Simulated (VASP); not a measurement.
Si, 2 atoms in the cell. It takes space group Fd-3m (No. 227, cubic). Conventional cell: a = 5.306 Å, b = 5.306 Å, c = 5.306 Å, α = 90.00°, β = 90.00°, γ = 90.00°. Within 3.0 Å of Si (site symmetry -43m) lie 4 Si at 2.30 Å. 

- Program: VASP 6.6.1
- Task: single point
- Functional: PBE
- Potentials or basis: VASP PAW PBE potentials, release 64 (Si)
- Cutoff: 520 eV
- k mesh: 6 × 6 × 6
- Occupations: gaussian, width 0.01 eV
- Spin: no spin polarisation
- Dipole correction: no
- Further INCAR settings: ALGO = Normal; EDIFF = 1e-07; NBANDS = 11

Potentials or basis: VASP PAW PBE potentials, release 64 (Si).

Run with:

```console
$ cat potpaw_PBE.64/Si/POTCAR > POTCAR
$ mpirun -np 1 vasp_std > vasp.out
```

Hardware: 1 thread of Intel(R) Xeon(R) 6975P-C (Granite Rapids), with other jobs on the host.

Question: Estimate the wall time of this run.

Answer: Wall time 3.3 s on 1 thread of Intel(R) Xeon(R) 6975P-C (Granite Rapids), with other jobs on the host, peak memory 0.14 GiB. Counts: scf iterations 12, k points 16.
